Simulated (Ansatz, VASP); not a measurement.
Bi: VASP beside Ansatz

The input POSCAR:

```
Bi
1.0
   -1.9814305318      1.9814305318      1.9814305318
    1.9814305318     -1.9814305318      1.9814305318
    1.9814305318      1.9814305318     -1.9814305318
Bi
1
Direct
    0.0000000000      0.0000000000      0.0000000000
```

Contents of INCAR.step1:

```
SYSTEM = Bi
ALGO     = Normal         ! electronic algorithm
EDIFF    = 1E-5           ! SCF threshold, eV
ENCUT    = 520            ! plane-wave cutoff, eV
GGA      = PE             ! functional
ISIF     = 2              ! what is computed and relaxed
ISMEAR   = -1             ! smearing method
LASPH    = .True.         ! aspherical terms in the spheres
LREAL    = .False.        ! projectors in reciprocal space
LWAVE    = .True.         ! write WAVECAR
NBANDS   = 14             ! bands
NELM     = 80             ! most SCF steps
PREC     = Accurate       ! precision mode
SIGMA    = 0.05           ! smearing width, eV
```

Contents of INCAR.step2:

```
SYSTEM = Bi
ALGO     = Normal         ! electronic algorithm
EDIFF    = 1E-6           ! SCF threshold, eV
ENCUT    = 520            ! plane-wave cutoff, eV
GGA      = PE             ! functional
HFSCREEN = 0.2079         ! screening, 1/A
ISIF     = 2              ! what is computed and relaxed
ISMEAR   = -1             ! smearing method
ISTART   = 1            
LASPH    = .True.         ! aspherical terms in the spheres
LCHARG   = .True.         ! write CHGCAR
LELF     = .True.         ! ELF
LHFCALC  = .True.         ! exact exchange
LREAL    = .False.        ! projectors in reciprocal space
LVHAR    = .True.       
LWAVE    = .False.        ! write WAVECAR
NBANDS   = 14             ! bands
NELM     = 80             ! most SCF steps
PREC     = Accurate       ! precision mode
PRECFOCK = Normal       
SIGMA    = 0.05           ! smearing width, eV
```

Contents of KPOINTS:

```
k-points
0
Gamma
  5 5 5
  0 0 0
```

input.yaml

```yaml
crystal:
  lattice:
    - [-1.9814305318, 1.9814305318, 1.9814305318]
    - [1.9814305318, -1.9814305318, 1.9814305318]
    - [1.9814305318, 1.9814305318, -1.9814305318]
  atoms:
    - { symbol: Bi, position: [0.0, 0.0, 0.0] }
hamiltonian:
  xc: hse06
  pseudopotentials: { kind: paw }
kpoints:
  mp_grid: { grid: [5, 5, 5] }
scf:
  occupations: { method: fermi_dirac, width: 0.05 }
  n_extra_bands: 6
output:
  forces: true
  stress: true
  eigenvalues: true
  dos: { projected: true, de: 0.05 }
```

Alike in both runs: functional HSE06; k mesh 5 × 5 × 5; occupations fermi-dirac, width 0.05 eV; no spin polarisation.

```csv
,VASP,Ansatz
version,VASP 6.6.1,Ansatz 0.2.0
potentials or method,"VASP PAW PBE potentials, release 64 (Bi_d)",Ansatz PAW
plane-wave cutoff (eV),520,420
valence electrons in the cell,15,15
task,single point,projected density of states
```

```tsv
	VASP	Ansatz	Ansatz less VASP
gap on the k mesh at the Fermi level (eV)	none	none	-
pressure (GPa)	-1.3	-1.3	-0.07
```

A gap of «none» marks a metal or a gap that the smearing closes.

The k mesh is coarse, so the values compare programs but aren't converged. Neither program's run includes spin-orbit coupling.
